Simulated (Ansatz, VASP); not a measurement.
# WS2 in VASP and in Ansatz

```
CELL_PARAMETERS angstrom
3.28600 0.00000 0.00000
-1.64300 2.84576 0.00000
0.00000 0.00000 32.29109
ATOMIC_POSITIONS crystal
S 0.33333 0.66667 0.45247
S 0.33333 0.66667 0.54754
W 0.66667 0.33333 0.50001
```

Alike in both runs: task single point; functional PBE; dispersion D3(BJ); k mesh 12 × 12 × 1; occupations gaussian, width 0.02 eV; no spin polarisation.

|  | VASP | Ansatz |
| --- | --- | --- |
| version | VASP 6.6.1 | Ansatz 0.2.0 |
| potentials or method | VASP PAW PBE potentials, release 64 (S, W_sv), cutoff 520 eV | scalar-relativistic, plane waves, PAW |
| valence electrons in the cell | 26 | 26 |

|  | VASP | Ansatz | Ansatz less VASP |
| --- | --- | --- | --- |
| gap on the k mesh at the Fermi level (eV) | 1.09 | 1.08 | -0.012 |
| least direct gap on the mesh (eV) | 1.44 | 1.44 | -0.002 |
| rms of the force components (eV/Å) | 0.015 | 0.016 | +0.0010 |

Spin-orbit coupling is off throughout.
